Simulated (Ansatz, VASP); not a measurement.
# BPt2 in VASP and in Ansatz

```xyz
6
Lattice="2.8887 0.0000 0.0000 -1.4444 2.5017 0.0000 0.0000 0.0000 10.2172" Properties=species:S:1:pos:R:3 pbc="T T T"
B     1.4444    0.8339    7.6629
B     0.0000    1.6678    2.5543
Pt    1.4444    0.8339    3.9213
Pt    0.0000    1.6678    6.2959
Pt    0.0000    1.6678    9.0299
Pt    1.4444    0.8339    1.1873
```

Alike in both runs: task single point; functional LDA; k mesh 9 × 9 × 3; no spin polarisation.

|  | VASP | Ansatz |
| --- | --- | --- |
| version | VASP 6.6.1 | Ansatz 0.2.0 |
| potentials or method | VASP PAW LDA potentials, release 64 (B, Pt), cutoff 520 eV | plane waves, PAW |
| occupations | methfessel-paxton of order 1, width 0.1 eV | cold, width 0.1 eV |
| valence electrons in the cell | 46 | 78 |

Ansatz gave:

```
pressure (GPa)                                                : 1.3
traceless stress, the component that is largest in VASP (GPa) : 1.55
```

**Question.** Which values does VASP return?

**Answer.** Pressure (GPa): 2.4; traceless stress, the component that is largest in VASP (GPa): 1.69.

LDA's correlation is that of Perdew and Zunger in VASP and of Perdew and Wang (1992) in Ansatz. VASP's potentials hold 46 valence electrons a cell and Ansatz's 78, so a difference there can come from the potentials and not from the codes.

Spin-orbit coupling is off throughout.
